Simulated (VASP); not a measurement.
Here is a VASP 6.6.1 calculation.

File POSCAR:

```
Co
1.0
    2.5074000000      0.0000000000      0.0000000000
   -1.2537000000      2.1714720974      0.0000000000
    0.0000000000      0.0000000000      4.0699000000
Co
2
Direct
    0.3333333333      0.6666666667      0.2500000000
    0.6666666667      0.3333333333      0.7500000000
```

INCAR.step1

```
PREC = Accurate ; ENCUT = 520
ISMEAR = 0 ; SIGMA = 0.05
LREAL = False ; LASPH = True
NELM = 150 ; ISPIN = 2
MAGMOM = 2.08 2.08 ; LMAXMIX = 4
NBANDS = 20 ; GGA = PE
ALGO = Normal ; EDIFF = 1E-4
LWAVE = True ; LCHARG = False
```

INCAR.step2

```
PREC = Accurate ; ENCUT = 520
EDIFF = 1E-8 ; ISMEAR = 0
SIGMA = 0.05 ; LREAL = False
LASPH = True ; NELM = 150
ALGO = Normal ; ISIF = 2
LWAVE = False ; LCHARG = False
ISPIN = 2 ; MAGMOM = 2.08 2.08
LORBIT = 11 ; LMAXMIX = 4
METAGGA = R2SCAN ; LMIXTAU = True
LEFG = True ; NBANDS = 20
ISTART = 1
```

The input KPOINTS:

```
regular mesh
0
Gamma
  20 20 12
```

Potentials or basis: VASP PAW PBE potentials, release 64 (Co).

Run with:

```bash
$ cat potpaw_PBE.64/Co/POTCAR > POTCAR
$ cp INCAR.step1 INCAR
$ mpirun -np 1 vasp_std > vasp.out
$ cp INCAR.step2 INCAR
$ mpirun -np 1 vasp_std > vasp.out
```

Question: Estimate the site moments.

Answer: Co +1.84 μB.

Question: What does it give for the pressure?

Answer: -8.8 GPa.

Question: What does it give for the net moment?

Answer: 3.54 μB per cell.

Stress tensor (GPa, compression positive):
```
-8.95  0.00  0.00
 0.00 -8.95  0.00
 0.00  0.00 -8.58
```

Caveat: without QUAD_EFG the Cq values of the log hold for a quadrupole moment of 1 mb, not for the nuclei; the PAW data sets were made with another functional, which shifts forces and pressure a little.
